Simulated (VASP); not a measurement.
The system is Cu.

```
Cu
1.0
     0.00000    1.80750    1.80750
     1.80750    0.00000    1.80750
     1.80750    1.80750    0.00000
Cu
1
Direct
  0.00000 0.00000 0.00000
```

```yaml
Program: VASP 6.6.1
Task: relaxation of cell and atoms
Functional: LDA
Potentials_or_basis: VASP PAW LDA potentials, release 64 (Cu)
Cutoff: 600 eV
k_mesh: 12 × 12 × 12
Occupations: fermi-dirac, width 0.05 eV
Spin: no spin polarisation
```

At the start: pressure -11.8 GPa; volume 11.81 Å³/atom.

Task: Where does the relaxation end?

Result: Over 3 steps the energy falls by 34.9 meV/atom and the volume is 10.94 Å³/atom (-7.4 %); space group Fm-3m (No. 225, to 0.05 Å).

The path:
| step | energy change (eV) | largest force (eV/Å) | pressure (GPa) | volume (Å³) |
| --- | --- | --- | --- | --- |
| 1 | 0.0000 | 0.0000 | -11.76 | 11.81 |
| 2 | -0.0176 | 0.0000 | 10.71 | 10.39 |
| 3 | -0.0349 | 0.0000 | -0.06 | 10.94 |

Final structure:
```cif
data_structure
_symmetry_space_group_name_H-M 'P 1'
_symmetry_Int_Tables_number 1
_cell_length_a 2.4915
_cell_length_b 2.4915
_cell_length_c 2.4915
_cell_angle_alpha 60.000
_cell_angle_beta 60.000
_cell_angle_gamma 60.000
_cell_volume 10.94
loop_
_atom_site_label
_atom_site_type_symbol
_atom_site_fract_x
_atom_site_fract_y
_atom_site_fract_z
_atom_site_occupancy
Cu1 Cu 0.00000 0.00000 0.00000 1
```
